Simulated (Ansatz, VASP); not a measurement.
**Cs3In in VASP and in Ansatz**

```xyz
4
Lattice="6.5415 0.0000 0.0000 0.0000 6.5415 0.0000 0.0000 0.0000 6.5415" Properties=species:S:1:pos:R:3 pbc="T T T"
Cs    0.0000    3.2708    3.2708
Cs    3.2708    0.0000    3.2708
Cs    3.2708    3.2708    0.0000
In    0.0000    0.0000    0.0000
```

Alike in both runs: functional PBE; k mesh 4 × 4 × 4; occupations gaussian, width 0.1 eV; no spin polarisation.

Ansatz relaxed the structure, and its values are those at the end. VASP's run is a single point on that final structure, the one shown.

```csv
,VASP,Ansatz
version,VASP 6.6.1,Ansatz 0.2.0
potentials or method,"VASP PAW PBE potentials, release 64 (Cs_sv, In_d), cutoff 520 eV","scalar-relativistic, plane waves, PAW"
valence electrons in the cell,40,40
```

```tsv
	VASP	Ansatz	Ansatz less VASP
gap on the k mesh at the Fermi level (eV)	none	none	-
pressure (GPa)	0.0	0.0	+0.01
```

A gap of «none» marks a metal or a gap that the smearing closes. With one functional, cell and mesh, what is left measures potentials, basis and numerics.

Neither program's run includes spin-orbit coupling.
